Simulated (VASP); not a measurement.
Input of a VASP 6.6.1 run:

INCAR

```
ALGO     = Normal         # electronic algorithm
EDIFF    = 1E-6           # SCF threshold, eV
ENCUT    = 520            # plane-wave cutoff, eV
GGA      = PS             # functional
ISIF     = 2              # what is computed and relaxed
ISMEAR   = 0              # smearing method
LASPH    = T              # aspherical terms in the spheres
LCHARG   = T              # write CHGCAR
LELF     = T              # ELF
LREAL    = F              # projectors in reciprocal space
LVHAR    = T            
LWAVE    = F              # write WAVECAR
NBANDS   = 18             # bands
NELM     = 80             # most SCF steps
PREC     = Accurate       # precision mode
SIGMA    = 0.05           # smearing width, eV
```

KPOINTS

```
k-points
0
Gamma
  6 6 4
```

The input POSCAR:

```
N
1.0
    4.1672328106      0.0000000000      0.0000000000
   -2.0836164053      3.6089294775      0.0000000000
    0.0000000000      0.0000000000      7.0060035100
N
4
Direct
    0.2709879754      0.5419759508      0.2968147264
    0.3333333333      0.6666666667      0.1710699600
    0.6666666667      0.3333333333      0.8289300400
    0.6666666667      0.3333333333      0.6710699600
```

Potentials or basis: VASP PAW PBE potentials, release 64 (N).

Run with:

```console
$ cat potpaw_PBE.64/N/POTCAR > POTCAR
$ mpirun -np 1 vasp_std > vasp.out
```

**Question.** Predict the pressure.

**Answer.** 15.2 GPa.

**Question.** Predict the band gap on the k mesh.

**Answer.** 7.44 eV, indirect (least direct gap 7.54 eV).

Stress tensor (GPa, compression positive):
```
 -0.15   0.00   0.00
  0.00   9.06 -18.18
  0.00 -18.18  36.78
```

Caveat: the cell differs from its parent crystal (atom 1 (N) moved by (-0.450, -0.225) A along y and z); the standard files for N, O and F lose accuracy on very short bonds; the PAW data sets were made with another functional, which shifts forces and pressure a little. A k mesh can miss the band edges.
